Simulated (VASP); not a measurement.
The system is C.

```
C
1.0
     2.14141   -1.23642    0.00000
     2.14141    1.23642    0.00000
    -1.38820    0.00000    3.52603
C
2
Direct
  0.16664 0.16664 0.99991
  0.83336 0.83336 0.00009
```

Base run:

- Program: VASP 6.6.1
- Functional: PBEsol
- Potentials or basis: VASP PAW PBE potentials, release 64 (C)
- Cutoff: 520 eV
- k mesh: 13 × 13 × 8
- Occupations: fermi-dirac, width 0.05 eV
- Spin: no spin polarisation

Its results: band gap on the k mesh 0.91 eV, indirect (least direct gap 0.92 eV); pressure -3.7 GPa; largest force 0.005 eV/Å.

Question: After a change of settings the same cell gave: band gap on the k mesh 0.98 eV, indirect (least direct gap 0.99 eV); pressure -4.8 GPa; largest force 0.011 eV/Å. Which change was it?
A. functional from PBEsol to HSE06; k mesh from 13 × 13 × 8 to 8 × 8 × 4
B. functional from PBEsol to r2SCAN
C. functional from PBEsol to PBE0; k mesh from 13 × 13 × 8 to 8 × 8 × 4

Answer: B.

Caveats: the PAW data sets were made with another functional, which shifts forces and pressure a little; this functional lacks dispersion, which binds the layers, so the pressure and a relaxed spacing across them are unreliable (some runs).
